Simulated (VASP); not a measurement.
# Ti (P6_3/mmc) in VASP: single point with PBE

Aim: the single point of Ti with PBE.

All numbers are computed with VASP 6.6.1; they aren't measurements. Logs are shortened: lines on timing, memory, paths and dates and some standing lists are left out, and cuts for length are marked.

### 1 The cell of the first run

The structure is hexagonal, space group P6_3/mmc (No. 194). The conventional cell has a = 2.832 Å, b = 2.832 Å, c = 4.499 Å, α = 90.00°, β = 90.00°, γ = 120.00°. Within 3.7 Å of Ti (site symmetry -6m2) lie 12 Ti at 2.78 to 2.83 Å.

### 2 Single point, PBE (strain -0.040 along x and y, -0.040 along z)

The input, INCAR:

```
PREC = Accurate
ENCUT = 520
EDIFF = 1E-6
ISMEAR = 0
SIGMA = 0.15
LREAL = F
LASPH = T
NELM = 60
ALGO = Normal
ISIF = 2
LWAVE = F
LCHARG = F
GGA = PE
NBANDS = 19
```

The input, KPOINTS:

```
regular mesh
0
Gamma
  18 18 10
```

The input, POSCAR:

```
Ti
1.0
    2.8319979460      0.0000000000      0.0000000000
   -1.4159989730      2.4525821647      0.0000000000
    0.0000000000      0.0000000000      4.4985600000
Ti
2
Direct
    0.3333333333      0.6666666667      0.2500000000
    0.6666666667      0.3333333333      0.7500000000
```

Potentials or basis: VASP PAW PBE potentials, release 64 (Ti_sv).

Run with:

```console
$ cat potpaw_PBE.64/Ti_sv/POTCAR > POTCAR
$ mpirun -np 1 vasp_std > vasp.out
```

OUTCAR:

```text
PREC = Accurate
   ENCUT = 520
   EDIFF = 1E-6
   ISMEAR = 0
   LREAL = F
   LASPH = T
   NELM = 60
   ISIF = 2
   GGA = PE

 ion  position               nearest neighbor table
   1  0.333  0.667  0.250-   2 2.78   2 2.78   2 2.78   2 2.78   2 2.78   2 2.78
   2  0.667  0.333  0.750-   1 2.78   1 2.78   1 2.78   1 2.78   1 2.78   1 2.78

  LATTYP: Found a hexagonal cell.
 ALAT       =     2.8319979460
 C/A-ratio  =     1.5884757284

  Lattice vectors:

 A1 = (   2.8319979460,   0.0000000000,   0.0000000000)
 A2 = (  -1.4159989730,   2.4525821647,   0.0000000000)
 A3 = (   0.0000000000,   0.0000000000,   4.4985600000)

Analysis of symmetry for initial positions (statically):
=====================================================================
 Subroutine PRICEL returns:
 Original cell was already a primitive cell.

 Routine SETGRP: Setting up the symmetry group for a
 hexagonal supercell.

 Subroutine GETGRP returns: Found 24 space group operations
 (whereof 12 operations were pure point group operations)
 out of a pool of 24 trial point group operations.

The static configuration has the point symmetry D_3d.
 The point group associated with its full space group is D_6h.

Analysis of symmetry for dynamics (positions and initial velocities):
=====================================================================
 Subroutine PRICEL returns:
 Original cell was already a primitive cell.

 Routine SETGRP: Setting up the symmetry group for a
 hexagonal supercell.

 Subroutine GETGRP returns: Found 24 space group operations
 (whereof 12 operations were pure point group operations)
 out of a pool of 24 trial point group operations.

The dynamic configuration has the point symmetry D_3d.
 The point group associated with its full space group is D_6h.

 Subroutine INISYM returns: Found 24 space group operations
 (whereof 12 operations are pure point group operations),
 and found     1 'primitive' translations

----------------------------------------------------------------------------------------

                                     Primitive cell

  volume of cell :      31.2457

  direct lattice vectors                    reciprocal lattice vectors
     2.831997946  0.000000000  0.000000000     0.353107601  0.203866768  0.000000000
    -1.415998973  2.452582165  0.000000000     0.000000000  0.407733537  0.000000000
     0.000000000  0.000000000  4.498560000     0.000000000  0.000000000  0.222293356

  length of vectors
     2.831997946  2.831997946  4.498560000     0.407733537  0.407733537  0.222293356

  position of ions in fractional coordinates (direct lattice)
     0.333333333  0.666666667  0.250000000
     0.666666667  0.333333333  0.750000000

  ion indices of the primitive-cell ions
   primitive index   ion index
                 1           1
                 2           2

----------------------------------------------------------------------------------------

 KPOINTS: regular mesh

Automatic generation of k-mesh.
 Grid dimensions read from file:
 generate k-points for:   18   18   10

 Generating k-lattice:

  Cartesian coordinates                     Fractional coordinates (reciprocal lattice)
     0.019617089  0.011325932  0.000000000     0.055555556  0.000000000  0.000000000
     0.000000000  0.022651863  0.000000000     0.000000000  0.055555556  0.000000000
     0.000000000  0.000000000  0.022229336     0.000000000  0.000000000  0.100000000

  Length of vectors
     0.022651863  0.022651863  0.022229336

  Shift w.r.t. Gamma in fractional coordinates (k-lattice)
     0.000000000  0.000000000  0.000000000

 Subroutine IBZKPT returns following result:
 ===========================================

 Found    222 irreducible k-points:

 Following reciprocal coordinates:
            Coordinates               Weight
  0.000000  0.000000  0.000000      1.000000
  0.055556  0.000000  0.000000      6.000000
  0.111111  0.000000  0.000000      6.000000
  0.166667  0.000000  0.000000      6.000000
  0.222222  0.000000  0.000000      6.000000
  0.277778  0.000000  0.000000      6.000000
[... 16 lines left out ...]
  0.333333  0.111111  0.000000     12.000000
  0.388889  0.111111  0.000000     12.000000
 [... further k-points ...]
   k-points           NKPTS =    222   k-points in BZ     NKDIM =    222   number of bands    NBANDS=     19
   number of dos      NEDOS =    301   number of ions     NIONS =      2
   total plane-waves  NPLWV =  20736
   dimension x,y,z NGX =    24 NGY =   24 NGZ =   36
   dimension x,y,z NGXF=    48 NGYF=   48 NGZF=   72
   ions per type =               2
   NGX,Y,Z   is equivalent  to a cutoff of  14.09, 14.09, 13.30 a.u.
   NGXF,Y,Z  is equivalent  to a cutoff of  28.18, 28.18, 26.61 a.u.
 SYSTEM =  unknown system
   PREC   = accura    normal or accurate (medium, high low for compatibility)
   ISTART =      0    job   : 0-new  1-cont  2-samecut
   ICHARG =      2    charge: 1-file 2-atom 10-const
   ISPIN  =      1    spin polarized calculation?
   LNONCOLLINEAR =      F non collinear calculations
   LSORBIT =      F    spin-orbit coupling
   LASPH  =      T    aspherical Exc in radial PAW
   ENCUT  =  520.0 eV  38.22 Ry    6.18 a.u.   5.27  5.27  8.36*2*pi/ulx,y,z
   NELM   =     60;   NELMIN=  2; NELMDL= -5     # of ELM steps
   EDIFF  = 0.1E-05   stopping-criterion for ELM
   LREAL  =      F    real-space projection
[... 7 lines left out ...]
   TEBEG  =    0.0;   TEEND  =   0.0 temperature during run
   PSTRESS=    0.0 pullay stress
   NELECT =      24.0000    total number of electrons
   NUPDOWN=      -1.0000    fix difference up-down
   EMIN   =  10.00;   EMAX   =-10.00  energy-range for DOS
   EFERMI =   0.00;   METHOD = LEGACY
   ISMEAR =     0;   SIGMA  =   0.15  broadening in eV -4-tet -1-fermi 0-gaus
   EFERMI_NEDOS =   21; number of points for ismear=-14 and -15
   IALGO  =     38    algorithm
   IMIX   =      4    mixing-type and parameters
     AMIX     =   0.40;   BMIX     =  1.00
     AMIX_MAG =   1.60;   BMIX_MAG =  1.00
  volume/ion in A,a.u.               =      15.62       105.43
  Fermi-wavevector in a.u.,A,eV,Ry     =   1.499277  2.833223 30.583608  2.247832
  Thomas-Fermi vector in A             =   2.610928
   LORBIT       =      0    0 simple, 1 ext, 2 COOP (PROOUT), +10 PAW based schemes
   GGA     = PE    functional components
   LHFCALC =     F    Hartree Fock is set to
   AEXX    =    0.0000 exact exchange contribution
   IVDW    =     0    specifies the selected vdW correction
   LEPSILON=     F    determine dielectric tensor
   LRPA    =     F    only Hartree local field effects (RPA)
 non-spin polarized calculation
 Gauss-broadening in eV      SIGMA  =   0.15
  energy-cutoff  :      520.00
  volume of cell :       31.25
 maximum number of plane-waves:       858
 NGX is ok and might be reduce to    24
   NGX = 11   NGY = 11   NGZ = 17

 number of electron      24.0000003 magnetization

 Free energy of the ion-electron system (eV)
  ---------------------------------------------------
  ext. energy  EPLUGINS =         0.00000000
  ---------------------------------------------------
  free energy    TOTEN  =       -15.54211196 eV

  energy without entropy =      -15.52064274  energy(sigma->0) =      -15.53137735

 E-fermi :   9.5058     XC(G=0): -12.0061

 val. band max:        9.5042540393   @ k =   0.0000   0.0000   0.4000
 cond. band min:       9.5084763395   @ k =   0.1667   0.0000   0.2000
 fundamental gap:      0.0042223002
 Fermi energy:         9.5058227781

 k-point     1 :       0.0000    0.0000    0.0000
  band No.  band energies     occupation
      1     -47.1878      2.00000
      2     -46.9813      2.00000
      3     -23.9055      2.00000
      4     -23.0226      2.00000
      5     -23.0226      2.00000
      6     -22.9194      2.00000
[... 11 lines left out ...]
     18      11.3378      0.00000
     19      13.0841      0.00000

 k-point     2 :       0.0556    0.0000    0.0000
  band No.  band energies     occupation
      1     -47.1831      2.00000
      2     -46.9793      2.00000
      3     -23.8959      2.00000
      4     -23.0427      2.00000
      5     -23.0293      2.00000
      6     -22.9232      2.00000
[... 11 lines left out ...]
     18      11.2798      0.00000
     19      13.1163      0.00000

 k-point     3 :       0.1111    0.0000    0.0000
  band No.  band energies     occupation
      1     -47.1695      2.00000
      2     -46.9739      2.00000
      3     -23.8678      2.00000
      4     -23.1008      2.00000
      5     -23.0481      2.00000
      6     -22.9677      2.00000
[... 11 lines left out ...]
     18      11.1607      0.00000
     19      13.1966      0.00000

 k-point     4 :       0.1667    0.0000    0.0000
  band No.  band energies     occupation
      1     -47.1482      2.00000
      2     -46.9660      2.00000
      3     -23.8230      2.00000
      4     -23.1902      2.00000
      5     -23.0762      2.00000
      6     -23.0572      2.00000
[... 11 lines left out ...]
     18      11.4557      0.00000
     19      13.2943      0.00000

 k-point     5 :       0.2222    0.0000    0.0000
  band No.  band energies     occupation
      1     -47.1213      2.00000
      2     -46.9569      2.00000
      3     -23.7644      2.00000
      4     -23.3005      2.00000
      5     -23.1637      2.00000
      6     -23.1095      2.00000
[... 11 lines left out ...]
     18      11.8378      0.00000
     19      13.3860      0.00000
[... 334 lines left out ...]
      2     -46.9461      2.00000
      3     -23.6735      2.00000
      4     -23.4137      2.00000
      5     -23.3287      2.00000
      6     -23.1415      2.00000
[... 11 lines left out ...]
     18      12.6749      0.00000
     19      13.3968      0.00000

 k-point    22 :       0.2778    0.1111    0.0000
  band No.  band energies     occupation
      1     -47.0528      2.00000
      2     -46.9409      2.00000
      3     -23.6021      2.00000
      4     -23.5173      2.00000
      5     -23.3982      2.00000
      6     -23.1911      2.00000
[... 11 lines left out ...]
     18      13.2236      0.00000
     19      13.4322      0.00000

 k-point    23 :       0.3333    0.1111    0.0000
  band No.  band energies     occupation
      1     -47.0268      2.00000
      2     -46.9390      2.00000
      3     -23.6016      2.00000
      4     -23.5326      2.00000
      5     -23.4539      2.00000
      6     -23.2313      2.00000
[... 11 lines left out ...]
     18      13.4557      0.00000
     19      13.7897      0.00000

 k-point    24 :       0.3889    0.1111    0.0000
  band No.  band energies     occupation
      1     -47.0076      2.00000
      2     -46.9400      2.00000
      3     -23.6564      2.00000
      4     -23.4902      2.00000
      5     -23.4765      2.00000
      6     -23.2572      2.00000
[... 11 lines left out ...]
     18      13.4686      0.00000
     19      14.3548      0.00000

 [... further k-points ...]

------------------------ aborting loop because EDIFF is reached ----------------------------------------

  FORCE on cell =-STRESS in cart. coord.  units (eV):
  Direction    XX          YY          ZZ          XY          YZ          ZX
  --------------------------------------------------------------------------------------
  -------------------------------------------------------------------------------------
  Total        2.7451032      2.7451032      2.7230293      0.0000000     -0.0000000      0.0000000
  in kB      140.7599921    140.7599921    139.6281145      0.0000000     -0.0000000      0.0000000
  external PRESSURE =     140.3826996 kB  Pullay stress =       0.0000000 kB

 VOLUME and BASIS-vectors are now :
 -----------------------------------------------------------------------------
  energy-cutoff  :      520.00
  volume of cell :       31.25
      direct lattice vectors                 reciprocal lattice vectors
     2.831997946  0.000000000  0.000000000     0.353107601  0.203866768  0.000000000
    -1.415998973  2.452582165  0.000000000     0.000000000  0.407733537  0.000000000
     0.000000000  0.000000000  4.498560000     0.000000000  0.000000000  0.222293356

 POSITION                                       TOTAL-FORCE (eV/Angst)
 -----------------------------------------------------------------------------------
     -0.00000      1.63505      1.12464        -0.000000      0.000000      0.000000
      1.41600      0.81753      3.37392         0.000000     -0.000000      0.000000
 -----------------------------------------------------------------------------------
    total drift:                                0.000000     -0.000000      0.000000

  FREE ENERGIE OF THE ION-ELECTRON SYSTEM (eV)
  ---------------------------------------------------
  free  energy   TOTEN  =       -15.5421119611 eV

  energy  without entropy=      -15.5206427432  energy(sigma->0) =      -15.53137735
```

Run time: 1.7 min. Hardware: 1 thread of AMD EPYC 7R13, shared host; peak memory 0.21 GiB.

What came out:

```
Free energy            : -15.5421 eV
Pressure               : 14.0 GPa
Band gap on the k mesh : zero (bands 12 and 13 overlap by 1.17 eV)
```

Stress tensor (GPa, compression positive):
```
14.08  0.00  0.00
 0.00 14.08  0.00
 0.00  0.00 13.96
```

Caveat: the cell differs from its parent crystal (strain -0.040 along x and y, -0.040 along z); the cell stands under pressure.
